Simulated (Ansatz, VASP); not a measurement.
## Two plane-wave programs on MgO

File INCAR:

```
SYSTEM = MgO
PREC     = Accurate       ! precision mode
ENCUT    = 750            ! plane-wave cutoff, eV
EDIFF    = 1E-7           ! SCF threshold, eV
ISMEAR   = -1             ! smearing method
SIGMA    = 0.05           ! smearing width, eV
LREAL    = .FALSE.        ! projectors in reciprocal space
LASPH    = .TRUE.         ! aspherical terms in the spheres
NELM     = 120            ! most SCF steps
ALGO     = Normal         ! electronic algorithm
ISIF     = 3              ! what is computed and relaxed
LWAVE    = .FALSE.        ! write WAVECAR
LCHARG   = .FALSE.        ! write CHGCAR
IBRION   = 2              ! ionic algorithm
NSW      = 100            ! ionic steps
EDIFFG   = -0.002         ! ionic threshold
GGA_COMPAT= .FALSE.      
NELMIN   = 4
```

The input KPOINTS:

```
Automatic mesh
0
G
  14 14 14
  0 0 0
```

The input POSCAR:

```
MgO
1.0
    2.1085000000      2.1085000000      0.0000000000
   -2.1085000000      2.1085000000      0.0000000000
    0.0000000000      2.1085000000      2.1085000000
Mg O
1 1
Direct
    0.0000000000      0.0000000000      0.0000000000
    0.5000000000      0.5000000000      0.0000000000
```

Input for Ansatz:

```yaml
crystal:
  lattice:
    - [2.1085, 2.1085, 0.0]
    - [-2.1085, 2.1085, 0.0]
    - [0.0, 2.1085, 2.1085]
  atoms:
    - { symbol: Mg, position: [0.0, 0.0, 0.0] }
    - { symbol: O, position: [0.5, 0.5, 0.0] }
kpoints:
  mp_grid: { grid: [14, 14, 14] }
scf:
  occupations: { method: fermi_dirac, width: 0.05 }
hamiltonian:
  xc: lda
  pseudopotentials: { kind: paw }
relax:
  f_tol: 0.002
  max_steps: 80
  cell: {}
output:
  forces: true
  stress: true
  write_density: true
  write_potential: true
  elf: true
  volumetric_format: npy
```

Alike in both runs: task relaxation of cell and atoms; functional LDA; k mesh 14 × 14 × 14; occupations fermi-dirac, width 0.05 eV; no spin polarisation.

```csv
,VASP,Ansatz
version,VASP 6.6.1,Ansatz 0.2.0
potentials or method,"VASP PAW LDA potentials, release 64 (Mg_sv, O)","PAW with Ansatz's default frozen-core files, scalar-relativistic"
plane-wave cutoff (eV),750,420
valence electrons in the cell,16,16
```

|  | VASP | Ansatz | Ansatz less VASP |
| --- | --- | --- | --- |
| gap on the k mesh at the Fermi level, each at its own relaxed structure (eV) | 5.03 | 5.03 | 0.000 |
| relaxed volume (Å³/atom) | 9.01 | 8.99 | -0.012 |
| relaxed cell length with the largest relative difference (Å) | 2.942 | 2.941 | -0.0013 |

LDA's correlation is that of Perdew and Zunger in VASP and of Perdew and Wang (1992) in Ansatz.
